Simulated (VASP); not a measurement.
A run of VASP 6.6.1:

The input INCAR:

```
SYSTEM = AlGa3N4
PREC = Accurate
ENCUT = 520
EDIFF = 1E-6
ISMEAR = 0
SIGMA = 0.05
LREAL = .FALSE.
LASPH = .TRUE.
NELM = 100
ALGO = Normal
ISIF = 2
LWAVE = .FALSE.
LCHARG = .TRUE.
GGA = CA
LELF = .TRUE.
LVHAR = .TRUE.
NBANDS = 41
```

File KPOINTS:

```
regular mesh
0
G
  6 6 6
  0 0 0
```

The input POSCAR:

```
AlGa3N4
1.0
    4.4849870061      0.0000000000      0.0000000000
    0.0000000000      4.4849870061      0.0000000000
    0.0000000000      0.0000000000      4.4849870061
Al Ga N
1 3 4
Direct
    0.0000000000      0.0000000000      0.0000000000
    0.5000000000      0.5000000000      0.0000000000
    0.5000000000      0.0000000000      0.5000000000
    0.0000000000      0.5000000000      0.5000000000
    0.7548078379      0.7548078379      0.2451921621
    0.7548078379      0.2451921621      0.7548078379
    0.2451921621      0.7548078379      0.7548078379
    0.2451921621      0.2451921621      0.2451921621
```

Potentials or basis: VASP PAW LDA potentials, release 64 (Al, Ga_d, N).

Run with:

```bash
$ cat potpaw_LDA.64/Al/POTCAR potpaw_LDA.64/Ga_d/POTCAR potpaw_LDA.64/N/POTCAR > POTCAR
$ mpirun -np 1 vasp_std > vasp.out
```

Hardware: 1 thread of Intel(R) Xeon(R) 6975P-C (Granite Rapids), on a shared host.

Problem. Estimate the wall time of this run.

Solution. Wall time 32 s on 1 thread of Intel(R) Xeon(R) 6975P-C (Granite Rapids) (shared host), peak memory 0.2 GiB. Counts: scf iterations 14, k points 20.
